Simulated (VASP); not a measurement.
Sb, 1 atom in the cell. It takes space group Im-3m (No. 229, cubic). Conventional cell: a = 2.858 Å, b = 2.858 Å, c = 2.858 Å, α = 90.00°, β = 90.00°, γ = 90.00°. Sb (site symmetry m-3m) has 14 Sb at 2.48 to 2.86 Å within 3.3 Å.  This cell differs from its parent crystal: volume scaled by 0.45.

| Property | Result |
| --- | --- |
| Program | VASP 6.6.1 |
| Task | single point |
| Functional | PBEsol |
| Potentials or basis | VASP PAW PBE potentials, release 64 (Sb) |
| Cutoff | 520 eV |
| k mesh | 16 × 16 × 16 |
| Occupations | fermi-dirac, width 0.05 eV |
| Spin | no spin polarisation |
| Dipole correction | no |
| Further INCAR settings | ALGO = Normal; EDIFF = 1e-06; NBANDS = 8 |

Potentials or basis: VASP PAW PBE potentials, release 64 (Sb).

Run with:

```sh
$ cat potpaw_PBE.64/Sb/POTCAR > POTCAR
$ mpirun -np 1 vasp_std > vasp.out
```

Hardware: 1 thread of Intel(R) Xeon(R) 6975P-C (Granite Rapids) (shared host).

Question: How long does it take, and how much memory?

Answer: It took 6.6 s on 1 thread of Intel(R) Xeon(R) 6975P-C (Granite Rapids), on a shared host, peak memory 0.12 GiB. Counts: scf iterations 12, k points 145.
